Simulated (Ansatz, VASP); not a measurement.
**Ti: VASP beside Ansatz**

```
Ti
1.0
     2.93501    0.00000    0.00000
    -1.46751    2.54179    0.00000
     0.00000    0.00000    4.63946
Ti
2
Direct
  0.33333 0.66667 0.25000
  0.66667 0.33333 0.75000
```

Alike in both runs: functional r2SCAN; k mesh 20 × 20 × 11; occupations fermi-dirac, width 0.05 eV; no spin polarisation.

Ansatz relaxed the structure, and its values are those at the end. VASP's run is a single point on that final structure, the one shown.

```csv
,VASP,Ansatz
version,VASP 6.6.1,Ansatz 0.2.0
potentials or method,"VASP PAW PBE potentials, release 64 (Ti_sv)","PAW with Ansatz's default frozen-core files, scalar-relativistic"
plane-wave cutoff (eV),520,500
valence electrons in the cell,24,24
```

VASP gave:

| Property | Result |
| --- | --- |
| pressure (GPa) | 0.4 |

Problem. What did Ansatz give for the same quantities?

Solution. Pressure (GPa): 0.0.

VASP's potentials were made for PBE, not for r2SCAN. With one functional, cell and mesh, what is left measures potentials, basis and numerics.
